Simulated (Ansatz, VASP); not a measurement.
# Two plane-wave programs on Zr

```
CELL_PARAMETERS angstrom
0.00000 2.23987 2.23987
2.23987 0.00000 2.23987
2.23987 2.23987 0.00000
ATOMIC_POSITIONS crystal
Zr 0.00000 0.00000 0.00000
```

Alike in both runs: task single point; functional PBE; k mesh 9 × 9 × 9; occupations gaussian, width 0.1 eV; no spin polarisation.

|  | VASP | Ansatz |
| --- | --- | --- |
| version | VASP 6.6.1 | Ansatz 0.2.0 |
| potentials or method | VASP PAW PBE potentials, release 64 (Zr_sv), cutoff 520 eV | plane waves, PAW |
| valence electrons in the cell | 12 | 12 |

VASP gave:

| Quantity | Value |
| --- | --- |
| pressure (GPa) | 3.3 |

Task: What did Ansatz give for the same quantities?

Result: Pressure (GPa): 3.2.
